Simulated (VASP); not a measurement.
Wanted: the native input for a VASP 6.6.1 run.

```
Task                   : single point
Functional             : r2SCAN
Potentials or basis    : VASP PAW PBE potentials, release 64 (Si, C)
Cutoff                 : 660 eV
k mesh                 : 10 × 10 × 10
Occupations            : gaussian, width 0.05 eV
Spin                   : no spin polarisation
Dipole correction      : no
Further INCAR settings : ALGO = Normal; EDIFF = 1e-06; NBANDS = 11
```

The system is SiC.

```
CELL_PARAMETERS angstrom
0.00000 2.17814 2.17814
2.17814 0.00000 2.17814
2.17814 2.17814 0.00000
ATOMIC_POSITIONS crystal
Si 0.99337 0.99337 0.99337
C 0.75000 0.75000 0.75000
```

This cell differs from its parent crystal: all Si atoms moved +0.050 Å, as atom 1 towards its neighbour atom 2 (C) at 1.886 Å.

These files were run (other wordings do the same):

POSCAR

```
SiC
1.0
    0.0000000000      2.1781449820      2.1781449820
    2.1781449820      0.0000000000      2.1781449820
    2.1781449820      2.1781449820      0.0000000000
Si C
1 1
Direct
   -0.0066266281     -0.0066266281     -0.0066266281
    0.7500000000      0.7500000000      0.7500000000
```

INCAR.step1

```
SYSTEM = SiC
  PREC = Accurate
  ENCUT = 660
  ISMEAR = 0
  SIGMA = 0.05
  LREAL = .FALSE.
  LASPH = .TRUE.
  NELM = 120
  NBANDS = 11
  GGA = PE
  ALGO = Normal
  EDIFF = 1E-5
  LWAVE = .TRUE.
  LCHARG = .FALSE.
  GGA_COMPAT = .FALSE.
```

INCAR.step2

```
SYSTEM = SiC
  PREC = Accurate
  ENCUT = 660
  EDIFF = 1E-6
  ISMEAR = 0
  SIGMA = 0.05
  LREAL = .FALSE.
  LASPH = .TRUE.
  NELM = 120
  ALGO = Normal
  ISIF = 2
  LWAVE = .FALSE.
  LCHARG = .TRUE.
  METAGGA = R2SCAN
  LMIXTAU = .TRUE.
  LELF = .TRUE.
  LVHAR = .TRUE.
  NBANDS = 11
  ISTART = 1
  GGA_COMPAT = .FALSE.
```

KPOINTS

```
Automatic mesh
0
G
  10 10 10
  0 0 0
```

Potentials or basis: VASP PAW PBE potentials, release 64 (Si, C).

Run with:

```console
$ cat potpaw_PBE.64/Si/POTCAR potpaw_PBE.64/C/POTCAR > POTCAR
$ cp INCAR.step1 INCAR
$ mpirun -np 1 vasp_std > vasp.out
$ cp INCAR.step2 INCAR
$ mpirun -np 1 vasp_std > vasp.out
```

Results of the run:

- Pressure: -0.1 GPa
- Largest force: 1.088 eV/Å
- Band gap on the k mesh: 1.58 eV (least direct gap 4.98 eV)

Caveat: the cell differs from its parent crystal (all Si atoms moved +0.050 Å, as atom 1 towards its neighbour atom 2 (C) at 1.886 Å); the PAW data sets were made with another functional, which shifts forces and pressure a little.

Wall time 2.7 min on 1 thread of Intel Xeon 8259CL, on a shared host, peak memory 0.18 GiB.
